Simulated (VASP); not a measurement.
Input of a VASP 6.6.1 run:

File INCAR:

```
SYSTEM = BiSb
ALGO     = Normal         ! electronic algorithm
EDIFF    = 1E-6           ! SCF threshold, eV
ENCUT    = 500            ! plane-wave cutoff, eV
GGA_COMPAT= .FALSE.      
ISIF     = 2              ! what is computed and relaxed
ISMEAR   = 0              ! smearing method
LASPH    = .TRUE.         ! aspherical terms in the spheres
LCHARG   = .FALSE.        ! write CHGCAR
LREAL    = .FALSE.        ! projectors in reciprocal space
LWAVE    = .FALSE.        ! write WAVECAR
NBANDS   = 17             ! bands
NELM     = 120            ! most SCF steps
PREC     = Accurate       ! precision mode
SIGMA    = 0.05           ! smearing width, eV
```

File KPOINTS:

```
k-points
0
G
  5 5 5
  0 0 0
```

Contents of POSCAR:

```
BiSb
1.0
    2.2413386344      1.2940374669      3.9219693134
   -2.2413386344      1.2940374669      3.9219693134
    0.0000000000     -2.5880749237      3.9219693134
Sb Bi
1 1
Direct
    0.7680311600      0.7680311600      0.7680311600
    0.2319674900      0.2319674900      0.2319674900
```

Potentials or basis: VASP PAW LDA potentials, release 64 (Sb, Bi_d).

Command:

```bash
$ cat potpaw_LDA.64/Sb/POTCAR potpaw_LDA.64/Bi_d/POTCAR > POTCAR
$ mpirun -np 1 vasp_std > vasp.out
```

Problem. What does it give for the pressure?

Solution. -3.0 GPa.

Problem. What does it give for the band gap on the k mesh?

Solution. 0.40 eV (least direct gap 0.64 eV).

Problem. Estimate the largest force.

Solution. 0.071 eV/Å.

Forces in eV/Å, atoms in the order of the input:
```
Sb   0.000  0.000  0.071
Bi   0.000  0.000 -0.071
```

Caveat: spin-orbit coupling is left out, which moves the levels of the heavy elements; an odd mesh through Γ misses points on the zone boundary, where band edges can lie.
